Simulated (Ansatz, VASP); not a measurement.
SrB in VASP and in Ansatz

```
Sr B
1.0
     0.00000    2.98183    2.98183
     2.98183    0.00000    2.98183
     2.98183    2.98183    0.00000
Sr B
1 1
Direct
  0.00000 0.00000 0.00000
  0.50000 0.50000 0.50000
```

Change from the starting cell: species swapped into the YbAs type (Fm-3m, No. 225).

Alike in both runs: functional PBE; k mesh 16 × 16 × 16; occupations gaussian, width 0.1 eV; no spin polarisation.

Ansatz relaxed the structure, and its values are those at the end. VASP's run is a single point on that final structure, the one shown.

|  | VASP | Ansatz |
| --- | --- | --- |
| version | VASP 6.6.1 | Ansatz 0.2.0 |
| potentials or method | VASP PAW PBE potentials, release 64 (Sr_sv, B), cutoff 520 eV | scalar-relativistic, plane waves, PAW |
| valence electrons in the cell | 13 | 13 |

```tsv
	VASP	Ansatz	Ansatz less VASP
gap on the k mesh at the Fermi level (eV)	none	none	-
pressure (GPa)	0.1	0.0	-0.07
```

A gap of «none» marks a metal or a gap that the smearing closes.
